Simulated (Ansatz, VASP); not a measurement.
# BeZn3Te4: VASP beside Ansatz

```xyz
8
Lattice="-3.0254 3.0254 6.0383 3.0254 -3.0254 6.0383 3.0254 3.0254 -6.0383" Properties=species:S:1:pos:R:3 pbc="T T T"
Be    0.0000    0.0000    0.0000
Zn    3.0254    0.0000    3.0191
Zn    0.0000    3.0254    3.0191
Zn    0.0000    0.0000    6.0383
Te    1.6020    1.6020    4.5998
Te    1.4234    1.4234   -1.4385
Te   -1.6020    1.6020    7.4768
Te    1.6020   -1.6020    7.4768
```

Alike in both runs: functional PBE; k mesh 6 × 6 × 6; occupations gaussian, width 0.02 eV; no spin polarisation.

Ansatz relaxed the structure, and its values are those at the end. VASP's run is a single point on that final structure, the one shown.

|  | VASP | Ansatz |
| --- | --- | --- |
| version | VASP 6.6.1 | Ansatz 0.2.0 |
| potentials or method | VASP PAW PBE potentials, release 64 (Be, Zn, Te), cutoff 520 eV | scalar-relativistic, plane waves, PAW |
| valence electrons in the cell | 62 | 102 |

```csv
,VASP,Ansatz,Ansatz less VASP
gap on the k mesh at the Fermi level (eV),1.61,1.61,0.000
least direct gap on the mesh (eV),1.61,1.61,0.000
pressure (GPa),0.1,0.0,-0.10
```

VASP's potentials hold 62 valence electrons a cell and Ansatz's 102, so a difference there can come from the potentials and not from the codes.

Spin-orbit coupling is off throughout.
